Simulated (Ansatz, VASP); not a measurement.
**One calculation of BN, two programs**

Contents of INCAR:

```
SYSTEM = BN
PREC = Accurate
ENCUT = 520
EDIFF = 1E-6
ISMEAR = 0
SIGMA = 0.05
LREAL = .FALSE.
LASPH = .TRUE.
NELM = 80
ALGO = Normal
ISIF = 2
LWAVE = .FALSE.
LCHARG = .TRUE.
GGA = PE
LELF = .TRUE.
LVHAR = .TRUE.
NBANDS = 11
```

KPOINTS

```
Automatic mesh
0
G
  12 12 12
  0 0 0
```

POSCAR

```
BN
1.0
    0.0000000000      1.9013607343      1.7046447322
    1.7046447322      0.0000000000      1.7046447322
    1.7046447322      1.9013607343      0.0000000000
B N
1 1
Direct
    0.0000000000      0.0000000000      0.0000000000
    0.7500000000      0.7500000000      0.7500000000
```

Input for Ansatz:

```yaml
crystal:
  lattice:
    - [0.0, 1.9013607343, 1.7046447322]
    - [1.7046447322, 0.0, 1.7046447322]
    - [1.7046447322, 1.9013607343, 0.0]
  atoms:
    - { symbol: B, position: [0.0, 0.0, 0.0] }
    - { symbol: "N", position: [0.75, 0.75, 0.75] }
basis:
  ecutwfc: 520.0
kpoints:
  mp_grid: { grid: [12, 12, 12] }
hamiltonian:
  xc: pbe
scf:
  occupations: { method: gaussian, width: 0.05 }
output:
  forces: true
  stress: true
  eigenvalues: true
```

Alike in both runs: task single point; functional PBE; k mesh 12 × 12 × 12; occupations gaussian, width 0.05 eV; no spin polarisation.

|  | VASP | Ansatz |
| --- | --- | --- |
| version | VASP 6.6.1 | Ansatz 0.2.0 |
| potentials or method | VASP PAW PBE potentials, release 64 (B, N), cutoff 520 eV | scalar-relativistic, plane waves, PAW |
| valence electrons in the cell | 8 | 8 |

```tsv
	VASP	Ansatz	Ansatz less VASP
gap on the k mesh at the Fermi level (eV)	3.48	3.49	+0.014
least direct gap on the mesh (eV)	8.41	8.42	+0.007
```
